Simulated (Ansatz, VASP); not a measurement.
## One calculation of Ag, two programs

```xyz
1
Lattice="-1.6445 1.6445 1.6445 1.6445 -1.6445 1.6445 1.6445 1.6445 -1.6445" Properties=species:S:1:pos:R:3 pbc="T T T"
Ag    0.0000    0.0000    0.0000
```

Change from the starting cell: volume scaled by 0.98.

Alike in both runs: task single point; functional PBE; k mesh 11 × 11 × 11; occupations fermi-dirac, width 0.05 eV; no spin polarisation.

|  | VASP | Ansatz |
| --- | --- | --- |
| version | VASP 6.6.1 | Ansatz 0.2.0 |
| potentials or method | VASP PAW PBE potentials, release 64 (Ag), cutoff 520 eV | all-electron LAPW, scalar-relativistic |

|  | VASP | Ansatz | Ansatz less VASP |
| --- | --- | --- | --- |
| gap on the k mesh at the Fermi level (eV) | none | none | - |
| pressure (GPa) | 0.9 | 1.0 | +0.12 |

A gap of «none» marks a metal or a gap that the smearing closes. Ansatz ran all-electron here, and VASP with PAW potentials.
